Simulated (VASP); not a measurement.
# BN (P6_3/mmc) in VASP: further runs

BN is run at these levels: LDA; tasks: single point.

All numbers are computed with VASP 6.6.1; they aren't measurements. Logs are shortened: lines on timing, memory, paths and dates and some standing lists are left out, and cuts for length are marked.

**1. The cell of the first run**

Symmetry: P6_3/mmc, No. 194, hexagonal system. The conventional cell has a = 2.538 Å, b = 2.538 Å, c = 6.482 Å, α = 90.00°, β = 90.00°, γ = 120.00°. B (site symmetry -6m2) has 3 N at 1.47 Å within 2.0 Å. N (site symmetry -6m2) has 3 B at 1.47 Å within 2.0 Å.

**2. Single point, LDA**

INCAR

```
PREC = Accurate ; ENCUT = 520
EDIFF = 1E-6 ; ISMEAR = 0
SIGMA = 0.05 ; LREAL = False
LASPH = True ; NELM = 60
ALGO = Normal ; ISIF = 2
LWAVE = False ; LCHARG = True
GGA = CA ; LELF = True
LVHAR = True ; NBANDS = 16
```

KPOINTS

```
regular mesh
0
Gamma
  12 12 4
```

POSCAR

```
BN
1.0
    2.5382972235      0.0000000000      0.0000000000
   -1.2691486118      2.1982298779      0.0000000000
    0.0000000000      0.0000000000      6.4823622293
B N
2 2
Direct
    0.3333333333      0.6666666667      0.2500000000
    0.6666666667      0.3333333333      0.7500000000
    0.3333333333      0.6666666667      0.7500000000
    0.6666666667      0.3333333333      0.2500000000
```

Potentials or basis: VASP PAW LDA potentials, release 64 (B, N).

On the command line:

```console
cat potpaw_LDA.64/B/POTCAR potpaw_LDA.64/N/POTCAR > POTCAR
mpirun -np 1 vasp_std > vasp.out
```

OUTCAR:

```text
PREC = Accurate
   ENCUT = 520
   EDIFF = 1E-6
   ISMEAR = 0
   LREAL = False
   LASPH = True
   NELM = 60
   ISIF = 2
   GGA = CA

 ion  position               nearest neighbor table
   1  0.333  0.667  0.250-   4 1.47   4 1.47   4 1.47
   2  0.667  0.333  0.750-   3 1.47   3 1.47   3 1.47
   3  0.333  0.667  0.750-   2 1.47   2 1.47   2 1.47
   4  0.667  0.333  0.250-   1 1.47   1 1.47   1 1.47

  LATTYP: Found a hexagonal cell.
 ALAT       =     2.5382972235
 C/A-ratio  =     2.5538231572

  Lattice vectors:

 A1 = (   2.5382972235,   0.0000000000,   0.0000000000)
 A2 = (  -1.2691486118,   2.1982298779,   0.0000000000)
 A3 = (   0.0000000000,   0.0000000000,   6.4823622293)

Analysis of symmetry for initial positions (statically):
=====================================================================
 Subroutine PRICEL returns:
 Original cell was already a primitive cell.

 Routine SETGRP: Setting up the symmetry group for a
 hexagonal supercell.

 Subroutine GETGRP returns: Found 24 space group operations
 (whereof 12 operations were pure point group operations)
 out of a pool of 24 trial point group operations.

The static configuration has the point symmetry D_3d.
 The point group associated with its full space group is D_6h.

Analysis of symmetry for dynamics (positions and initial velocities):
=====================================================================
 Subroutine PRICEL returns:
 Original cell was already a primitive cell.

 Routine SETGRP: Setting up the symmetry group for a
 hexagonal supercell.

 Subroutine GETGRP returns: Found 24 space group operations
 (whereof 12 operations were pure point group operations)
 out of a pool of 24 trial point group operations.

The dynamic configuration has the point symmetry D_3d.
 The point group associated with its full space group is D_6h.

 Subroutine INISYM returns: Found 24 space group operations
 (whereof 12 operations are pure point group operations),
 and found     1 'primitive' translations

----------------------------------------------------------------------------------------

                                     Primitive cell

  volume of cell :      36.1700

  direct lattice vectors                    reciprocal lattice vectors
     2.538297223  0.000000000  0.000000000     0.393964895  0.227455738  0.000000000
    -1.269148612  2.198229878  0.000000000     0.000000000  0.454911477  0.000000000
     0.000000000  0.000000000  6.482362229     0.000000000  0.000000000  0.154264752

  length of vectors
     2.538297223  2.538297224  6.482362229     0.454911477  0.454911477  0.154264752

  position of ions in fractional coordinates (direct lattice)
     0.333333333  0.666666667  0.250000000
     0.666666667  0.333333333  0.750000000
     0.333333333  0.666666667  0.750000000
     0.666666667  0.333333333  0.250000000

  ion indices of the primitive-cell ions
   primitive index   ion index
                 1           1
                 2           2
                 3           3
                 4           4

----------------------------------------------------------------------------------------

 KPOINTS: regular mesh

Automatic generation of k-mesh.
 Grid dimensions read from file:
 generate k-points for:   12   12    4

 Generating k-lattice:

  Cartesian coordinates                     Fractional coordinates (reciprocal lattice)
     0.032830408  0.018954645  0.000000000     0.083333333  0.000000000  0.000000000
     0.000000000  0.037909290  0.000000000     0.000000000  0.083333333  0.000000000
     0.000000000  0.000000000  0.038566188     0.000000000  0.000000000  0.250000000

  Length of vectors
     0.037909290  0.037909290  0.038566188

  Shift w.r.t. Gamma in fractional coordinates (k-lattice)
     0.000000000  0.000000000  0.000000000

 Subroutine IBZKPT returns following result:
 ===========================================

 Found     57 irreducible k-points:

 Following reciprocal coordinates:
            Coordinates               Weight
  0.000000  0.000000  0.000000      1.000000
  0.083333  0.000000  0.000000      6.000000
  0.166667  0.000000  0.000000      6.000000
  0.250000 -0.000000  0.000000      6.000000
  0.333333 -0.000000  0.000000      6.000000
  0.416667 -0.000000  0.000000      6.000000
[... 16 lines left out ...]
  0.250000 -0.000000  0.250000     12.000000
  0.333333 -0.000000  0.250000     12.000000
 [... further k-points ...]
   k-points           NKPTS =     57   k-points in BZ     NKDIM =     57   number of bands    NBANDS=     16
   number of dos      NEDOS =    301   number of ions     NIONS =      4
   total plane-waves  NPLWV =  19200
   dimension x,y,z NGX =    20 NGY =   20 NGZ =   48
   dimension x,y,z NGXF=    40 NGYF=   40 NGZF=   96
   ions per type =               2   2
   NGX,Y,Z   is equivalent  to a cutoff of  13.10, 13.10, 12.31 a.u.
   NGXF,Y,Z  is equivalent  to a cutoff of  26.20, 26.20, 24.62 a.u.
 SYSTEM =  unknown system
   PREC   = accura    normal or accurate (medium, high low for compatibility)
   ISTART =      0    job   : 0-new  1-cont  2-samecut
   ICHARG =      2    charge: 1-file 2-atom 10-const
   ISPIN  =      1    spin polarized calculation?
   LNONCOLLINEAR =      F non collinear calculations
   LSORBIT =      F    spin-orbit coupling
   LASPH  =      T    aspherical Exc in radial PAW
   ENCUT  =  520.0 eV  38.22 Ry    6.18 a.u.   4.72  4.72 12.05*2*pi/ulx,y,z
   NELM   =     60;   NELMIN=  2; NELMDL= -5     # of ELM steps
   EDIFF  = 0.1E-05   stopping-criterion for ELM
   LREAL  =      F    real-space projection
[... 7 lines left out ...]
   TEBEG  =    0.0;   TEEND  =   0.0 temperature during run
   PSTRESS=    0.0 pullay stress
   NELECT =      16.0000    total number of electrons
   NUPDOWN=      -1.0000    fix difference up-down
   EMIN   =  10.00;   EMAX   =-10.00  energy-range for DOS
   EFERMI =   0.00;   METHOD = LEGACY
   ISMEAR =     0;   SIGMA  =   0.05  broadening in eV -4-tet -1-fermi 0-gaus
   EFERMI_NEDOS =   21; number of points for ismear=-14 and -15
   IALGO  =     38    algorithm
   IMIX   =      4    mixing-type and parameters
     AMIX     =   0.40;   BMIX     =  1.00
     AMIX_MAG =   1.60;   BMIX_MAG =  1.00
  volume/ion in A,a.u.               =       9.04        61.02
  Fermi-wavevector in a.u.,A,eV,Ry     =   1.247379  2.357205 21.170055  1.555955
  Thomas-Fermi vector in A             =   2.381514
   LORBIT       =      0    0 simple, 1 ext, 2 COOP (PROOUT), +10 PAW based schemes
   GGA     = CA    functional components
   LHFCALC =     F    Hartree Fock is set to
   AEXX    =    0.0000 exact exchange contribution
   IVDW    =     0    specifies the selected vdW correction
   LEPSILON=     F    determine dielectric tensor
   LRPA    =     F    only Hartree local field effects (RPA)
 non-spin polarized calculation
 Gauss-broadening in eV      SIGMA  =   0.05
  energy-cutoff  :      520.00
  volume of cell :       36.17
 maximum number of plane-waves:       986
 NGX is ok and might be reduce to    20

 number of electron      16.0000004 magnetization

 Free energy of the ion-electron system (eV)
  ---------------------------------------------------
  ext. energy  EPLUGINS =         0.00000000
  ---------------------------------------------------
  free energy    TOTEN  =       -38.49581421 eV

  energy without entropy =      -38.49581421  energy(sigma->0) =      -38.49581421

 E-fermi :   2.4489     XC(G=0): -10.5833

 val. band max:        2.2062051584   @ k =   0.3333   0.2500   0.0000
 cond. band min:       6.1517434231   @ k =   0.5000  -0.0000   0.0000
 fundamental gap:      3.9455382647
 Fermi energy:         2.4488746621

 k-point     1 :       0.0000    0.0000    0.0000
  band No.  band energies     occupation
      1     -15.2122      2.00000
      2     -14.8308      2.00000
      3      -4.0753      2.00000
      4      -1.5674      2.00000
      5       0.7818      2.00000
      6       0.7818      2.00000
[... 8 lines left out ...]
     15      13.9290      0.00000
     16      14.5663      0.00000

 k-point     2 :       0.0833    0.0000    0.0000
  band No.  band energies     occupation
      1     -15.0795      2.00000
      2     -14.7040      2.00000
      3      -3.8929      2.00000
      4      -1.4070      2.00000
      5       0.2423      2.00000
      6       0.2903      2.00000
[... 8 lines left out ...]
     15      14.0812      0.00000
     16      14.4168      0.00000

 k-point     3 :       0.1667    0.0000    0.0000
  band No.  band energies     occupation
      1     -14.6884      2.00000
      2     -14.3307      2.00000
      3      -3.3522      2.00000
      4      -1.1279      2.00000
      5      -1.0686      2.00000
      6      -0.9362      2.00000
[... 8 lines left out ...]
     15      15.5025      0.00000
     16      15.5056      0.00000

 k-point     4 :       0.2500   -0.0000    0.0000
  band No.  band energies     occupation
      1     -14.0647      2.00000
      2     -13.7384      2.00000
      3      -2.8704      2.00000
      4      -2.7837      2.00000
      5      -2.4764      2.00000
      6      -0.7895      2.00000
[... 8 lines left out ...]
     15      17.4246      0.00000
     16      17.5272      0.00000

 k-point     5 :       0.3333   -0.0000    0.0000
  band No.  band energies     occupation
      1     -13.2722      2.00000
      2     -12.9971      2.00000
      3      -4.6059      2.00000
      4      -4.4942      2.00000
      5      -1.3973      2.00000
      6      -1.3259      2.00000
[... 8 lines left out ...]
     15      17.2615      0.00000
     16      19.9231      0.00000

 k-point     6 :       0.4167   -0.0000    0.0000
  band No.  band energies     occupation
      1     -12.4750      2.00000
      2     -12.2872      2.00000
      3      -5.9849      2.00000
      4      -5.8742      2.00000
      5      -1.7959      2.00000
      6      -1.7085      2.00000
[... 8 lines left out ...]
     15      16.8999      0.00000
     16      21.1430      0.00000

 k-point     7 :       0.5000   -0.0000    0.0000
  band No.  band energies     occupation
      1     -12.0731      2.00000
      2     -11.9797      2.00000
      3      -6.5435      2.00000
      4      -6.4576      2.00000
      5      -1.9338      2.00000
      6      -1.8452      2.00000
[... 8 lines left out ...]
     15      16.8260      0.00000
     16      20.9836      0.00000

 k-point     8 :       0.0833    0.0833    0.0000
  band No.  band energies     occupation
      1     -14.8175      2.00000
      2     -14.4538      2.00000
      3      -3.5312      2.00000
      4      -1.0912      2.00000
      5      -0.6390      2.00000
      6      -0.6038      2.00000
[... 8 lines left out ...]
     15      14.8099      0.00000
     16      15.5955      0.00000

 k-point     9 :       0.1667    0.0833    0.0000
  band No.  band energies     occupation
      1     -14.3089      2.00000
      2     -13.9696      2.00000
      3      -2.8218      2.00000
      4      -2.0877      2.00000
      5      -2.0331      2.00000
      6      -0.7335      2.00000
[... 8 lines left out ...]
     15      16.2000      0.00000
     16      17.4431      0.00000
[... 172 lines left out ...]
 k-point    19 :       0.3333    0.3333    0.0000
  band No.  band energies     occupation
      1     -11.4610      2.00000
      2     -11.4610      2.00000
      3      -5.6568      2.00000
      4      -5.4445      2.00000
      5      -4.8284      2.00000
      6      -4.8284      2.00000
[... 8 lines left out ...]
     15      18.9846      0.00000
     16      19.4859      0.00000

 k-point    20 :       0.0000    0.0000    0.2500
  band No.  band energies     occupation
      1     -15.1600      2.00000
      2     -14.8908      2.00000
      3      -3.7747      2.00000
      4      -2.0335      2.00000
      5       0.7893      2.00000
      6       0.7893      2.00000
[... 8 lines left out ...]
     15      14.1320      0.00000
     16      14.5148      0.00000

 k-point    21 :       0.0833    0.0000    0.2500
  band No.  band energies     occupation
      1     -15.0281      2.00000
      2     -14.7629      2.00000
      3      -3.5952      2.00000
      4      -1.8702      2.00000
      5       0.2514      2.00000
      6       0.2880      2.00000
[... 8 lines left out ...]
     15      14.1286      0.00000
     16      14.3642      0.00000

 k-point    22 :       0.1667    0.0000    0.2500
  band No.  band energies     occupation
      1     -14.6394      2.00000
      2     -14.3867      2.00000
      3      -3.0654      2.00000
      4      -1.4288      2.00000
      5      -1.1104      2.00000
      6      -1.0254      2.00000
[... 8 lines left out ...]
     15      15.3789      0.00000
     16      15.4829      0.00000

 k-point    23 :       0.2500   -0.0000    0.2500
  band No.  band energies     occupation
      1     -14.0196      2.00000
      2     -13.7891      2.00000
      3      -2.8816      2.00000
      4      -2.8061      2.00000
      5      -2.1701      2.00000
      6      -0.7782      2.00000
[... 8 lines left out ...]
     15      17.5459      0.00000
     16      17.6448      0.00000

 k-point    24 :       0.3333   -0.0000    0.2500
  band No.  band energies     occupation
      1     -13.2337      2.00000
      2     -13.0394      2.00000
      3      -4.5954      2.00000
      4      -4.5155      2.00000
      5      -1.3852      2.00000
      6      -1.3259      2.00000
[... 8 lines left out ...]
     15      18.4056      0.00000
     16      19.9398      0.00000

 [... further k-points ...]
[... 5 lines left out ...]
  --------------------------------------------------------------------------------------
  -------------------------------------------------------------------------------------
  Total       -4.4750516     -4.4750516     -0.0549428      0.0000000     -0.0000000      0.0000000
  in kB     -198.2256067   -198.2256067     -2.4337309      0.0000000     -0.0000000      0.0000000
  external PRESSURE =    -132.9616481 kB  Pullay stress =       0.0000000 kB

 VOLUME and BASIS-vectors are now :
 -----------------------------------------------------------------------------
  energy-cutoff  :      520.00
  volume of cell :       36.17
      direct lattice vectors                 reciprocal lattice vectors
     2.538297223  0.000000000  0.000000000     0.393964895  0.227455738  0.000000000
    -1.269148612  2.198229878  0.000000000     0.000000000  0.454911477  0.000000000
     0.000000000  0.000000000  6.482362229     0.000000000  0.000000000  0.154264752

 POSITION                                       TOTAL-FORCE (eV/Angst)
 -----------------------------------------------------------------------------------
     -0.00000      1.46549      1.62059         0.000000     -0.000000      0.000000
      1.26915      0.73274      4.86177        -0.000000     -0.000000      0.000000
     -0.00000      1.46549      4.86177        -0.000000     -0.000000      0.000000
      1.26915      0.73274      1.62059         0.000000      0.000000      0.000000
 -----------------------------------------------------------------------------------
    total drift:                               -0.000000      0.000000     -0.000000

  FREE ENERGIE OF THE ION-ELECTRON SYSTEM (eV)
  ---------------------------------------------------
  free  energy   TOTEN  =       -38.4958142099 eV

  energy  without entropy=      -38.4958142099  energy(sigma->0) =      -38.49581421
```

Wall time 28 s (1 thread of Intel Xeon Platinum 8259CL at 2.50GHz (Skylake/Cascade Lake), shared host); peak memory 0.14 GiB.

What came out:

```yaml
Free_energy: -38.4958 eV
Pressure: -13.3 GPa
Band_gap_on_the_k_mesh: 3.95 eV, indirect (least direct gap 4.31 eV)
```

Stress tensor (GPa, compression positive):
```
-19.82   0.00   0.00
  0.00 -19.82   0.00
  0.00   0.00  -0.24
```

Levels at points of the mesh, in eV from the valence-band top:
```csv
k point,band 4,band 5,band 6,band 7,band 8,band 9,band 10,band 11,band 12,band 13
"(0.00, 0.00, 0.00)",-3.77,-1.42,-1.42,-1.37,-1.37,5.07,10.13,11.04,11.04,11.20
"(0.50, 0.00, 0.00)",-8.66,-4.14,-4.05,-1.57,-0.37,3.95,5.52,9.10,9.44,12.22
"(0.00, 0.00, 0.50)",-5.19,-1.40,-1.40,-1.40,-1.40,7.57,7.57,11.12,11.12,11.12
"(0.50, 0.00, 0.50)",-8.72,-4.10,-4.10,-0.94,-0.94,4.44,4.44,9.47,9.47,13.09
```

**3. Single point, LDA**

This run uses another cell than the first one, of the same volume but with other edges.

INCAR

```
SYSTEM = BN
PREC     = Accurate       ! precision mode
ENCUT    = 520            ! plane-wave cutoff, eV
EDIFF    = 1E-6           ! SCF threshold, eV
ISMEAR   = 0              ! smearing method
SIGMA    = 0.05           ! smearing width, eV
LREAL    = .FALSE.        ! projectors in reciprocal space
LASPH    = .TRUE.         ! aspherical terms in the spheres
NELM     = 60             ! most SCF steps
ALGO     = Normal         ! electronic algorithm
ISIF     = 2              ! what is computed and relaxed
LWAVE    = .FALSE.        ! write WAVECAR
LCHARG   = .TRUE.         ! write CHGCAR
GGA      = CA             ! functional
LELF     = .TRUE.         ! ELF
LVHAR    = .TRUE.       
NBANDS   = 16             ! bands
```

KPOINTS

```
regular mesh
0
G
  12 12 4
  0 0 0
```

POSCAR

```
BN
1.0
    2.4635976777      0.0000000000      0.0000000000
   -1.2317988389      2.1335381736      0.0000000000
    0.0000000000      0.0000000000      6.8814296245
B N
2 2
Direct
    0.3333333333      0.6666666667      0.2500000000
    0.6666666667      0.3333333333      0.7500000000
    0.3333333333      0.6666666667      0.7500000000
    0.6666666667      0.3333333333      0.2500000000
```

Potentials or basis: VASP PAW LDA potentials, release 64 (B, N).

On the command line:

```console
cat potpaw_LDA.64/B/POTCAR potpaw_LDA.64/N/POTCAR > POTCAR
mpirun -np 1 vasp_std > vasp.out
```

Run time: 29 s. Hardware: 1 thread of Intel Xeon Platinum 8259CL at 2.50GHz (Skylake/Cascade Lake), shared host; peak memory 0.14 GiB.

It converged, with:

- Free energy: -38.5421 eV
- Pressure: 7.7 GPa
- Band gap on the k mesh: 4.20 eV, indirect (least direct gap 4.63 eV)

Stress tensor (GPa, compression positive):
```
12.15  0.00  0.00
 0.00 12.15  0.00
 0.00  0.00 -1.30
```

Levels at points of the mesh, in eV from the valence-band top:
```tsv
k point	band 5	band 6	band 7	band 8	band 9	band 10	band 11	band 12
(0.00, 0.00, 0.00)	-1.29	-1.29	-1.26	-1.26	4.67	9.67	11.85	11.85
(0.50, 0.00, 0.00)	-4.23	-4.19	-1.42	-0.57	4.20	5.47	9.86	10.50
(0.00, 0.00, 0.50)	-1.28	-1.28	-1.28	-1.28	6.93	6.93	11.90	11.90
(0.50, 0.00, 0.50)	-4.21	-4.21	-0.98	-0.98	4.66	4.66	10.37	10.37
```

 A k mesh can miss the band edges.

(Continued in part 2 of 2.)
